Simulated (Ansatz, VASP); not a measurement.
P: VASP beside Ansatz

File INCAR:

```
ALGO = Normal ; EDIFF = 1E-7
ENCUT = 520 ; ISIF = 2
ISMEAR = 0 ; LASPH = T
LCHARG = T ; LELF = T
LREAL = F ; LVHAR = T
LWAVE = F ; NBANDS = 12
NELM = 100 ; PREC = Accurate
SIGMA = 0.15
```

File KPOINTS:

```
k-points
0
Gamma
  20 20 20
```

File POSCAR:

```
P
1.0
   -1.5498635453      2.3045459397      2.2142597904
    1.5498635453     -2.3045459397      2.2142597904
    1.5498635453      2.3045459397     -2.2142597904
P
2
Direct
    0.8033091100      0.0533091100      0.7500000000
    0.1966908900      0.9466908900      0.2500000000
```

Input for Ansatz:

```yaml
crystal:
  lattice:
    - [-1.5498635453, 2.3045459397, 2.2142597904]
    - [1.5498635453, -2.3045459397, 2.2142597904]
    - [1.5498635453, 2.3045459397, -2.2142597904]
  atoms:
    - { symbol: P, position: [0.80330911, 0.05330911, 0.75] }
    - { symbol: P, position: [0.19669089, 0.94669089, 0.25] }
basis:
  ecutwfc: 650.0
kpoints:
  mp_grid: { grid: [20, 20, 20] }
hamiltonian:
  xc: lda
scf:
  occupations: { method: gaussian, width: 0.15 }
output:
  forces: true
  stress: true
  eigenvalues: true
  write_density: true
  write_potential: true
  elf: true
  volumetric_format: npy
```

Alike in both runs: task single point; functional LDA; k mesh 20 × 20 × 20; occupations gaussian, width 0.15 eV; no spin polarisation.

```csv
,VASP,Ansatz
version,VASP 6.6.1,Ansatz 0.2.0
potentials or method,"VASP PAW LDA potentials, release 64 (P), cutoff 520 eV","scalar-relativistic, plane waves, PAW"
valence electrons in the cell,10,10
```

Ansatz gave:

- gap on the k mesh at the Fermi level (eV): none
- pressure (GPa): -0.4
- traceless stress, the component that is largest in VASP (GPa): -14.30
- rms of the force components (eV/Å): 0.547

Question: What did VASP give for the same quantities?

Answer: gap on the k mesh at the Fermi level (eV): none; pressure (GPa): -0.6; traceless stress, the component that is largest in VASP (GPa): -14.40; rms of the force components (eV/Å): 0.558.

LDA's correlation is that of Perdew and Zunger in VASP and of Perdew and Wang (1992) in Ansatz. Atom by atom the forces differ by 0.011 eV/Å (rms over components). A gap of «none» marks a metal or a gap that the smearing closes.
